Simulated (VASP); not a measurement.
Wanted: the native input for a VASP 6.6.1 run.

- Task: single point
- Functional: PBEsol
- Potentials or basis: VASP PAW PBE potentials, release 64 (Al, O)
- Cutoff: 520 eV
- k mesh: 6 × 6 × 6
- Occupations: gaussian, width 0.05 eV
- Spin: no spin polarisation
- Dipole correction: no
- Further INCAR settings: ALGO = Normal; EDIFF = 1e-06; NBANDS = 35

The structure of Al2O3 lies in POSCAR:

```
Al2O3
1.0
    2.2579815188      1.3036462377      4.3291526999
   -2.2579815188      1.3036462377      4.3291526999
    0.0000000000     -2.6072924754      4.3291526999
Al O
4 6
Direct
    0.8520350473      0.8520350473      0.8520350473
    0.6479649527      0.6479649527      0.6479649527
    0.1479649527      0.1479649527      0.1479649527
    0.3520350473      0.3520350473      0.3520350473
    0.0558571577      0.4441428423      0.7500000000
    0.7500000000      0.0558571577      0.4441428423
    0.4441428423      0.7500000000      0.0558571577
    0.9441428423      0.5558571577      0.2500000000
    0.2500000000      0.9441428423      0.5558571577
    0.5558571577      0.2500000000      0.9441428423
```

These files were run (other wordings do the same):

INCAR

```
SYSTEM = Al2O3
ALGO = Normal
EDIFF = 1E-6
ENCUT = 520
GGA = PS
ISIF = 2
ISMEAR = 0
LASPH = .TRUE.
LCHARG = .FALSE.
LREAL = .FALSE.
LWAVE = .FALSE.
NBANDS = 35
NELM = 60
PREC = Accurate
SIGMA = 0.05
```

KPOINTS

```
k-points
0
G
  6 6 6
  0 0 0
```

Potentials or basis: VASP PAW PBE potentials, release 64 (Al, O).

Run with:

```console
$ cat potpaw_PBE.64/Al/POTCAR potpaw_PBE.64/O/POTCAR > POTCAR
$ mpirun -np 1 vasp_std > vasp.out
```

Results of the run:

| Quantity | Value |
| --- | --- |
| Pressure | 36.0 GPa |
| Largest force | 0.568 eV/Å |
| Band gap on the k mesh | 7.37 eV |

Caveat: the stress differs along the axes, from 17 to 46 GPa; the PAW data sets were made with another functional, which shifts forces and pressure a little.

Run time: 2.9 min on 1 thread of AMD EPYC 7R13 (shared host), peak memory 0.22 GiB.
